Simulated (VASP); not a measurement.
**CClH3: single point with PBE+D3(BJ)**

System: CClH3, in a box.

```
C Cl H
1.0
     5.66533    0.00000    0.00000
     0.00000    5.80381    0.00000
     0.00000    0.00000   26.01176
C Cl H
1 1 3
Direct
  0.24700 0.02356 0.65508
  0.97595 0.00307 0.61494
  0.25149 0.20166 0.66883
  0.22576 0.89529 0.68562
  0.39353 0.98534 0.62870
```

| Quantity | Value |
| --- | --- |
| Program | VASP 6.6.1 |
| Task | single point |
| Functional | PBE |
| Dispersion | D3(BJ) |
| Potentials or basis | VASP PAW PBE potentials, release 64 (C, Cl, H) |
| Cutoff | 520 eV |
| k mesh | 4 × 3 × 1 |
| Occupations | gaussian, width 0.1 eV |
| Spin | no spin polarisation |

```
Largest force                   : 1.319 eV/Å
Gap between the frontier levels : 5.53 eV (least direct gap 5.56 eV)
Dispersion energy per atom      : -0.017 eV
```

Forces in eV/Å, atoms in the order of the input:
```
C   -0.916 -0.087 -0.945
Cl   0.701  0.039  0.548
H    0.119 -0.135  0.111
H    0.163  0.157 -0.033
H   -0.066  0.028  0.320
```

Levels at points of the mesh, in eV from the valence-band top:
| k point | band 5 | band 6 | band 7 | band 8 | band 9 | band 10 |
| --- | --- | --- | --- | --- | --- | --- |
| (0.00, 0.00, 0.00) | -3.00 | -0.17 | -0.06 | 5.56 | 6.06 | 6.60 |
| (0.50, 0.00, 0.00) | -2.87 | -0.08 | 0.00 | 5.56 | 6.55 | 7.33 |

Run time: 6.5 min on 1 thread of Intel Xeon 8259CL, on a shared host, peak memory 0.84 GiB.
